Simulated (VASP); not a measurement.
Runs of VASP 6.6.1 on W. The structure is that of space group Im-3m (No. 229), or close to it. The cells are those of the table. 

```tsv
cell	gap on the mesh (eV)	pressure (GPa)
a = 2.685 Å, angles 109.5°, 1 atom	none	29.4
a = 2.704 Å, angles 109.5°, 1 atom	none	20.8
a = 2.722 Å, angles 109.5°, 1 atom	none	(a)
a = 2.794 Å, angles 109.5°, 1 atom	none	-11.0
```

Alike in all rows: task single point; level PBE; potentials or basis VASP PAW PBE potentials, release 64 (W_sv); no spin polarisation; k mesh 13 × 13 × 13; cutoff (eV) 500; smearing fermi-dirac 0.15 eV.

Question: Fill in the values left out.

Answer: (a) 13.1.

Caveats: spin-orbit coupling is left out, which moves the levels of the heavy elements.

A k mesh can miss the band edges, and the runs leave out spin-orbit coupling on W.

A gap of «none» marks levels without a gap at the run's occupations.
